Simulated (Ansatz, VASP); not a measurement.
## One calculation of SnO, two programs

```
Sn O
1.0
     3.86826    0.00000    0.00000
     0.00000    3.86826    0.00000
     0.00000    0.00000    5.06624
Sn O
2 2
Direct
  0.00000 0.50000 0.22878
  0.50000 0.00000 0.77122
  0.50000 0.50000 0.00000
  0.00000 0.00000 0.00000
```

Alike in both runs: functional PBE; k mesh 10 × 10 × 8; occupations gaussian, width 0.01 eV; no spin polarisation.

Ansatz relaxed the structure, and its values are those at the end. VASP's run is a single point on that final structure, the one shown.

|  | VASP | Ansatz |
| --- | --- | --- |
| version | VASP 6.6.1 | Ansatz 0.2.0 |
| potentials or method | VASP PAW PBE potentials, release 64 (Sn_d, O), cutoff 520 eV | scalar-relativistic, plane waves, PAW |
| valence electrons in the cell | 40 | 40 |

Ansatz gave:

| Property | Result |
| --- | --- |
| gap on the k mesh at the Fermi level (eV) | 0.50 |
| least direct gap on the mesh (eV) | 1.94 |
| pressure (GPa) | 0.0 |
| rms of the force components (eV/Å) | 0.000 |

Which values does VASP return?

gap on the k mesh at the Fermi level (eV): 0.51; least direct gap on the mesh (eV): 1.91; pressure (GPa): 0.2; rms of the force components (eV/Å): 0.031.

With one functional, cell and mesh, what is left measures potentials, basis and numerics.
